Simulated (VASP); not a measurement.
A run of VASP 6.6.1 is set up as follows.

INCAR

```
PREC = Accurate ; ENCUT = 520
EDIFF = 1E-6 ; ISMEAR = 0
SIGMA = 0.05 ; LREAL = F
LASPH = T ; NELM = 80
ALGO = Normal ; ISIF = 2
LWAVE = F ; LCHARG = F
GGA = PE ; NBANDS = 11
```

File KPOINTS:

```
regular mesh
0
Gamma
  10 10 10
```

File POSCAR:

```
SiC
1.0
    0.0000000000      2.1351174926      2.0803708902
    2.1351174926      0.0000000000      2.0803708902
    2.1351174926      2.1351174926      0.0000000000
Si C
1 1
Direct
    0.0000000000      0.0000000000      0.0000000000
    0.7500000000      0.7500000000      0.7500000000
```

Potentials or basis: VASP PAW PBE potentials, release 64 (Si, C).

Command:

```sh
$ cat potpaw_PBE.64/Si/POTCAR potpaw_PBE.64/C/POTCAR > POTCAR
$ mpirun -np 1 vasp_std > vasp.out
```

(1) Estimate the band gap on the k mesh.

(2) Predict the pressure.

Results:

(1) 0.99 eV, indirect (least direct gap 4.59 eV).

(2) 26.2 GPa.

Caveat: the cell differs from its parent crystal (strain -0.025 along x and y, -0.050 along z).
